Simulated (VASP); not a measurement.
Here is a VASP 6.6.1 calculation.

File INCAR:

```
AGGAC = 1.0 ; AGGAX = 1.0
ALDAC = 0.0 ; ALDAX = 1.0
ALGO = Normal ; EDIFF = 1E-7
ENCUT = 520 ; GGA = B5
ISIF = 2 ; ISMEAR = -1
LASPH = T ; LCHARG = F
LREAL = F ; LWAVE = F
NBANDS = 20 ; NELM = 80
PREC = Accurate ; SIGMA = 0.05
```

File KPOINTS:

```
k-points
0
Gamma
  9 9 9
```

Contents of POSCAR:

```
SnO2
1.0
    0.0000000000      2.6021410912      2.6021410912
    2.6021410912      0.0000000000      2.6021410912
    2.6021410912      2.6021410912      0.0000000000
Sn O
1 2
Direct
    0.0000000000      0.0000000000      0.0000000000
    0.7500000000      0.7500000000      0.7500000000
    0.2500000000      0.2500000000      0.2500000000
```

Potentials or basis: VASP PAW PBE potentials, release 64 (Sn_d, O).

The run is started by

```console
$ cat potpaw_PBE.64/Sn_d/POTCAR potpaw_PBE.64/O/POTCAR > POTCAR
$ mpirun -np 1 vasp_std > vasp.out
```

Question: Estimate the pressure.

Answer: 0.5 GPa.

Question: Predict the band gap on the k mesh.

Answer: Zero (bands 13 and 14 overlap by 0.36 eV).

Caveat: semilocal functionals underestimate gaps, so a narrow gap can read as zero; the PAW data sets were made with another functional, which shifts forces and pressure a little; spin-orbit coupling is left out, which moves the levels of the heavy elements.
